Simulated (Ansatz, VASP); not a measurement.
Two plane-wave programs on Sn

The input POSCAR:

```
Sn
1.0
    0.0000000000      3.2333428000      3.2333428000
    3.2333428000      0.0000000000      3.2333428000
    3.2333428000      3.2333428000      0.0000000000
Sn
2
Direct
    0.7500000000      0.7500000000      0.7500000000
    0.5000000000      0.5000000000      0.5000000000
```

Contents of INCAR.step1:

```
ALGO = Normal ; EDIFF = 1E-4
ENCUT = 600 ; GGA = PE
ISMEAR = -1 ; LASPH = T
LCHARG = F ; LREAL = F
LWAVE = T ; NELM = 100
PREC = Accurate ; SIGMA = 0.05
```

Contents of INCAR.step2:

```
ALGO = Normal ; BPARAM = 11.95
CPARAM = 0.0093 ; EDIFF = 1E-7
EDIFFG = -0.01 ; ENCUT = 600
IBRION = 2 ; ISIF = 3
ISMEAR = -1 ; ISTART = 1
IVDW_NL = 2 ; LASPH = T
LCHARG = F ; LMIXTAU = T
LREAL = F ; LUSE_VDW = T
LWAVE = F ; METAGGA = R2SCAN
NELM = 100 ; NSW = 60
PREC = Accurate ; SIGMA = 0.05
```

KPOINTS

```
k-points
0
Gamma
  7 7 7
```

input.yaml

```yaml
crystal:
  lattice:
    - [0.0, 3.2333428, 3.2333428]
    - [3.2333428, 0.0, 3.2333428]
    - [3.2333428, 3.2333428, 0.0]
  atoms:
    - { symbol: Sn, position: [0.75, 0.75, 0.75] }
    - { symbol: Sn, position: [0.5, 0.5, 0.5] }
hamiltonian:
  xc: r2scan
  pseudopotentials: { kind: paw }
  dispersion: rvv10
kpoints:
  mp_grid: { grid: [7, 7, 7] }
scf:
  occupations: { method: fermi_dirac, width: 0.05 }
output:
  forces: true
  stress: true
  eigenvalues: true
  write_density: true
  write_potential: true
  elf: true
  volumetric_format: npy
relax:
  f_tol: 0.01
  max_steps: 40
  cell: { stress_tol: 0.05 }
```

Alike in both runs: task relaxation of cell and atoms; functional r2SCAN; dispersion rVV10; k mesh 7 × 7 × 7; occupations fermi-dirac, width 0.05 eV; no spin polarisation.

|  | VASP | Ansatz |
| --- | --- | --- |
| version | VASP 6.6.1 | Ansatz 0.2.0 |
| potentials or method | VASP PAW PBE potentials, release 64 (Sn_d) | Ansatz PAW |
| plane-wave cutoff (eV) | 600 | 500 |
| valence electrons in the cell | 28 | 28 |

|  | VASP | Ansatz | Ansatz less VASP |
| --- | --- | --- | --- |
| gap on the k mesh at the Fermi level, each at its own relaxed structure (eV) | none | none | - |
| relaxed volume (Å³/atom) | 34.92 | 34.87 | -0.050 |
| relaxed length of the cell vector where the two differ most in proportion (Å) | 4.622 | 4.620 | -0.0022 |

VASP's potentials were made for PBE, not for r2SCAN. A gap of «none» marks a metal or a gap that the smearing closes.

Noted on Ansatz's run: the plane-wave basis is chosen anew once the cell has moved, so the energies of steps on either side of that aren't comparable.
